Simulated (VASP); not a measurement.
A run of VASP 6.6.1 is set up as follows.

File INCAR:

```
PREC     = Accurate       # precision mode
ENCUT    = 600            # plane-wave cutoff, eV
EDIFF    = 1E-7           # SCF threshold, eV
ISMEAR   = 0              # smearing method
SIGMA    = 0.1            # smearing width, eV
LREAL    = False          # projectors in reciprocal space
LASPH    = True           # aspherical terms in the spheres
NELM     = 80             # most SCF steps
ALGO     = Normal         # electronic algorithm
ISIF     = 3              # what is computed and relaxed
LWAVE    = False          # write WAVECAR
LCHARG   = False          # write CHGCAR
IBRION   = 2              # ionic algorithm
NSW      = 100            # ionic steps
EDIFFG   = -0.005         # ionic threshold
```

File KPOINTS:

```
Automatic mesh
0
Gamma
  18 18 14
```

The input POSCAR:

```
TaN
1.0
    2.9050812093      0.0000000000      0.0000000000
   -1.4525406046      2.5158741273      0.0000000000
    0.0000000000      0.0000000000      2.8555203285
Ta N
1 1
Direct
    0.3333333333      0.6666666667      0.5000000000
    0.0000000000      0.0000000000      0.0000000000
```

Potentials or basis: VASP PAW LDA potentials, release 64 (Ta_pv, N).

Run with:

```sh
$ cat potpaw_LDA.64/Ta_pv/POTCAR potpaw_LDA.64/N/POTCAR > POTCAR
$ mpirun -np 1 vasp_std > vasp.out
```

Estimate the space group after relaxing (to 0.05 Å).

P-6m2 (No. 187).

Estimate the band gap on the k mesh.

zero (band 8 reaches 8.65 eV, above the bottom of band 9 at 8.28 eV).

Predict the relaxed volume.

10.49 Å³/atom.

Predict the relaxed cell.

a = 2.912 Å, b = 2.912 Å, c = 2.856 Å, α = 90.00°, β = 90.00°, γ = 120.00°.

Step by step:
```csv
step,energy change (eV),largest force (eV/Å),pressure (GPa),volume (Å³)
1,0.0000,0.0000,1.78,20.87
2,0.0029,0.0000,-4.39,21.22
3,-0.0006,0.0000,-0.09,20.97
4,-0.0006,0.0000,0.06,20.97
5,-0.0006,0.0000,-0.02,20.97
```

Caveat: spin-orbit coupling is left out, which moves the levels of the heavy elements.
